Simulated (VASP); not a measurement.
Here is a VASP 6.6.1 calculation.

INCAR

```
PREC = Accurate
ENCUT = 520
EDIFF = 1E-7
ISMEAR = 0
SIGMA = 0.3
LREAL = F
LASPH = T
NELM = 100
ALGO = Normal
ISIF = 2
LWAVE = F
LCHARG = F
GGA = PE
NBANDS = 12
```

File KPOINTS:

```
regular mesh
0
Gamma
  15 15 15
```

Contents of POSCAR:

```
Cu
1.0
    0.0000000000      1.8145751207      1.8145751207
    1.8145751207      0.0000000000      1.8145751207
    1.8145751207      1.8145751207      0.0000000000
Cu
1
Direct
    0.0000000000      0.0000000000      0.0000000000
```

Potentials or basis: VASP PAW PBE potentials, release 64 (Cu).

Run with:

```bash
$ cat potpaw_PBE.64/Cu/POTCAR > POTCAR
$ mpirun -np 1 vasp_std > vasp.out
```

Question: Predict the pressure.

Answer: 0.6 GPa.
